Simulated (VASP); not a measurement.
Pd3Cl: single point with PBE

System: Pd3Cl, a slab with vacuum.

```
Pd Cl
1.0
     2.78759    0.00000    0.00000
     0.00000    2.78759    0.00000
     0.00000    0.00000   19.38733
Pd Cl
3 1
Direct
  0.50000 0.50000 0.20632
  0.00000 0.00000 0.30657
  0.50000 0.50000 0.40683
  0.83333 0.00000 0.50570
```

```json
{"Program": "VASP 6.6.1", "Task": "single point", "Functional": "PBE", "Potentials or basis": "VASP PAW PBE potentials, release 64 (Pd, Cl)", "Cutoff": "520 eV", "k mesh": "10 × 10 × 1", "Occupations": "gaussian, width 0.1 eV", "Spin": "no spin polarisation", "Dipole correction": "yes", "Further INCAR settings": "ALGO = Normal; EDIFF = 1e-06; NBANDS = 26"}
```

- Largest force: 0.218 eV/Å
- Band gap on the k mesh: zero (an odd number of electrons rules out a gap without spin polarisation)

Forces in eV/Å, atoms in the order of the input:
```
Pd   0.018  0.000  0.027
Pd   0.147  0.000 -0.161
Pd   0.023  0.000  0.144
Cl  -0.189  0.000 -0.010
```

Levels at points of the mesh, in eV from the Fermi level:
```tsv
k point	band 15	band 16	band 17	band 18	band 19	band 20	band 21	band 22	band 23	band 24
(0.00, 0.00, 0.00)	-0.99	-0.51	-0.33	-0.28	-0.05	0.11	0.41	1.79	5.16	5.23
(0.50, 0.00, 0.00)	-0.65	-0.40	-0.20	-0.16	0.63	2.08	2.10	3.13	5.18	6.38
(0.00, 0.50, 0.00)	-0.56	-0.36	-0.26	-0.16	0.44	2.08	2.12	3.69	5.13	5.69
(0.50, 0.50, 0.00)	-0.27	-0.01	0.24	0.27	0.59	4.52	4.85	5.99	7.73	7.77
```

It took 2.2 min on 1 thread of AMD EPYC 9R45 96-Core Processor (Zen 5), with other jobs on the host, peak memory 0.31 GiB.
